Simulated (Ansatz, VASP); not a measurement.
# NaI in VASP and in Ansatz

Contents of INCAR:

```
ALGO = Normal
EDIFF = 1E-6
ENCUT = 520
GGA = PE
ISIF = 2
ISMEAR = 0
LASPH = True
LCHARG = False
LREAL = False
LWAVE = False
NBANDS = 14
NELM = 100
PREC = Accurate
SIGMA = 0.05
```

The input KPOINTS:

```
k-points
0
Gamma
  6 6 6
```

The input POSCAR:

```
NaI
1.0
    0.0000000000      3.2364000000      3.2364000000
    3.2364000000      0.0000000000      3.2364000000
    3.2364000000      3.2364000000      0.0000000000
Na I
1 1
Direct
    0.0000000000      0.0000000000      0.0000000000
    0.5579347423      0.4420652577      0.5579347423
```

Input for Ansatz:

```yaml
crystal:
  lattice:
    - [0.0, 3.2364, 3.2364]
    - [3.2364, 0.0, 3.2364]
    - [3.2364, 3.2364, 0.0]
  atoms:
    - { symbol: Na, position: [0.0, 0.0, 0.0] }
    - { symbol: I, position: [0.5579347423, 0.4420652577, 0.5579347423] }
basis:
  ecutwfc: 420
kpoints:
  mp_grid: { grid: [6, 6, 6] }
hamiltonian:
  xc: pbe
scf:
  occupations: { method: gaussian, width: 0.05 }
output:
  forces: true
  stress: true
  eigenvalues: true
```

Change from the starting cell: all I atoms moved +0.375 Å, as atom 2 along Cartesian [0 1 0].

Alike in both runs: task single point; functional PBE; k mesh 6 × 6 × 6; occupations gaussian, width 0.05 eV; no spin polarisation.

```csv
,VASP,Ansatz
version,VASP 6.6.1,Ansatz 0.2.0
potentials or method,"VASP PAW PBE potentials, release 64 (Na_pv, I), cutoff 520 eV","scalar-relativistic, plane waves, PAW"
valence electrons in the cell,14,26
```

Ansatz gave:

| Property | Result |
| --- | --- |
| gap on the k mesh at the Fermi level (eV) | 3.67 |
| least direct gap on the mesh (eV) | 3.67 |
| pressure (GPa) | 1.2 |
| traceless stress, the component that is largest in VASP (GPa) | 1.91 |
| rms of the force components (eV/Å) | 0.304 |

**Question.** Estimate VASP's values.

**Answer.** gap on the k mesh at the Fermi level (eV): 3.66; least direct gap on the mesh (eV): 3.66; pressure (GPa): 1.3; traceless stress, the component that is largest in VASP (GPa): 1.93; rms of the force components (eV/Å): 0.306.

Atom by atom the forces differ by 0.003 eV/Å (rms over components). With one functional, cell and mesh, what is left measures potentials, basis and numerics. VASP's potentials hold 14 valence electrons a cell and Ansatz's 26, so a difference there can come from the potentials and not from the codes.

Neither program's run includes spin-orbit coupling.
